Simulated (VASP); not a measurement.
A run of VASP 6.6.1 is set up as follows.

File POSCAR:

```
CaSiH6
1.0
    4.3378807718      0.6057791346     -0.1291521429
    2.5947562467      4.2378104986     -0.5371411610
    0.1829097978      1.8915496735      3.9363368243
Ca Si H
1 1 6
Direct
    0.0000000000      0.0000000000      0.0000000000
    0.5000000000      0.0000000000      0.5000000000
    0.6118085640      0.8080205405      0.2346740289
    0.3881914360      0.1919794595      0.7653259711
    0.5713680866      0.6552946478      0.7679821918
    0.4286319134      0.3447053522      0.2320178082
    0.0470278186      0.1913276344      0.4207528034
    0.9529721814      0.8086723656      0.5792471966
```

Contents of INCAR.step1:

```
SYSTEM = CaSiH6
PREC     = Accurate       ! precision mode
ENCUT    = 520            ! plane-wave cutoff, eV
ISMEAR   = -1             ! smearing method
SIGMA    = 0.03           ! smearing width, eV
LREAL    = .False.        ! projectors in reciprocal space
LASPH    = .True.         ! aspherical terms in the spheres
NELM     = 100            ! most SCF steps
NBANDS   = 20             ! bands
GGA      = PE             ! functional
ALGO     = Normal         ! electronic algorithm
EDIFF    = 1E-4           ! SCF threshold, eV
LWAVE    = .True.         ! write WAVECAR
LCHARG   = .False.        ! write CHGCAR
```

Contents of INCAR.step2:

```
SYSTEM = CaSiH6
PREC     = Accurate       ! precision mode
ENCUT    = 520            ! plane-wave cutoff, eV
EDIFF    = 1E-6           ! SCF threshold, eV
ISMEAR   = -1             ! smearing method
SIGMA    = 0.03           ! smearing width, eV
LREAL    = .False.        ! projectors in reciprocal space
LASPH    = .True.         ! aspherical terms in the spheres
NELM     = 100            ! most SCF steps
ALGO     = Normal         ! electronic algorithm
ISIF     = 2              ! what is computed and relaxed
LWAVE    = .False.        ! write WAVECAR
LCHARG   = .False.        ! write CHGCAR
METAGGA  = R2SCAN         ! meta-GGA
LMIXTAU  = .True.       
LUSE_VDW = .True.       
IVDW_NL  = 2            
BPARAM   = 11.95        
CPARAM   = 0.0093       
NBANDS   = 20             ! bands
ISTART   = 1
```

Contents of KPOINTS:

```
Automatic mesh
0
Gamma
  6 6 6
  0 0 0
```

Potentials or basis: VASP PAW PBE potentials, release 64 (Ca_sv, Si, H).

Command:

```sh
$ cat potpaw_PBE.64/Ca_sv/POTCAR potpaw_PBE.64/Si/POTCAR potpaw_PBE.64/H/POTCAR > POTCAR
$ cp INCAR.step1 INCAR
$ mpirun -np 1 vasp_std > vasp.out
$ cp INCAR.step2 INCAR
$ mpirun -np 1 vasp_std > vasp.out
```

Question: Estimate the pressure.

Answer: 0.0 GPa.

Question: Predict the band gap on the k mesh.

Answer: 1.80 eV (least direct gap 2.94 eV).

Forces in eV/Å, atoms in the order of the input:
```
Ca   0.000  0.000  0.000
Si   0.000  0.000  0.000
H    0.002  0.009  0.011
H   -0.002 -0.009 -0.011
H    0.009  0.002 -0.012
H   -0.009 -0.002  0.012
H    0.014  0.001  0.003
H   -0.014 -0.001 -0.003
```

Caveat: the PAW data sets were made with another functional, which shifts forces and pressure a little. A k mesh can miss the band edges.
